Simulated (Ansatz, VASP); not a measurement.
# One calculation of TiO2, two programs

INCAR

```
  PREC = Accurate
  ENCUT = 520
  EDIFF = 1E-6
  ISMEAR = 0
  SIGMA = 0.05
  LREAL = F
  LASPH = T
  NELM = 150
  ALGO = Normal
  ISIF = 2
  LWAVE = F
  LCHARG = F
  LMAXMIX = 4
  LDAU = T
  LDAUTYPE = 2
  LDAUL = 2 -1
  LDAUU = 4 0
  LDAUJ = 0 0
  LDAUPRINT = 1
  GGA = PE
  NBANDS = 33
```

KPOINTS

```
Automatic mesh
0
Gamma
  6 6 10
```

POSCAR

```
TiO2
1.0
    4.4547671155      0.0000000000      0.0000000000
    0.0000000000      4.4547671155      0.0000000000
    0.0000000000      0.0000000000      3.0063836717
Ti O
2 4
Direct
    0.0000000000      0.0000000000      0.0000000000
    0.5000000000      0.5000000000      0.5000000000
    0.3056475955      0.3056475955      0.0000000000
    0.1943524045      0.8056475955      0.5000000000
    0.6943524045      0.6943524045      0.0000000000
    0.8056475955      0.1943524045      0.5000000000
```

Input for Ansatz:

```yaml
crystal:
  lattice:
    - [4.4547671155, 0.0, 0.0]
    - [0.0, 4.4547671155, 0.0]
    - [0.0, 0.0, 3.0063836717]
  atoms:
    - { symbol: Ti, position: [0.0, 0.0, 0.0] }
    - { symbol: Ti, position: [0.5, 0.5, 0.5] }
    - { symbol: O, position: [0.3056475955, 0.3056475955, 0.0] }
    - { symbol: O, position: [0.1943524045, 0.8056475955, 0.5] }
    - { symbol: O, position: [0.6943524045, 0.6943524045, 0.0] }
    - { symbol: O, position: [0.8056475955, 0.1943524045, 0.5] }
basis:
  ecutwfc: 420
kpoints:
  mp_grid: { grid: [6, 6, 10] }
hamiltonian:
  xc: pbe
  hubbard: { sites: [{ species: Ti, l: d, u_eff: 4.0 }] }
scf:
  occupations: { method: gaussian, width: 0.05 }
output:
  forces: true
  stress: true
  eigenvalues: true
```

Change from the starting cell: strain -0.040 along x and y, +0.000 along z, atoms carried along.

Alike in both runs: task single point; functional PBE; k mesh 6 × 6 × 10; occupations gaussian, width 0.05 eV; no spin polarisation; Hubbard terms Ti d U = 4.0 eV.

|  | VASP | Ansatz |
| --- | --- | --- |
| version | VASP 6.6.1 | Ansatz 0.2.0 |
| potentials or method | VASP PAW PBE potentials, release 64 (Ti_sv, O), cutoff 520 eV | scalar-relativistic, plane waves, PAW |
| valence electrons in the cell | 48 | 48 |

```tsv
	VASP	Ansatz	Ansatz less VASP
gap on the k mesh at the Fermi level (eV)	2.50	2.47	-0.031
least direct gap on the mesh (eV)	2.50	2.50	+0.002
pressure (GPa)	25.0	19.8	-5.12
traceless stress, the component that is largest in VASP (GPa)	-3.92	-4.39	-0.469
rms of the force components (eV/Å)	0.157	0.111	-0.0461
```

The programs project onto different local orbitals, so the same U acts differently, and such runs can settle in different states. Atom by atom the forces differ by 0.046 eV/Å (rms over components).
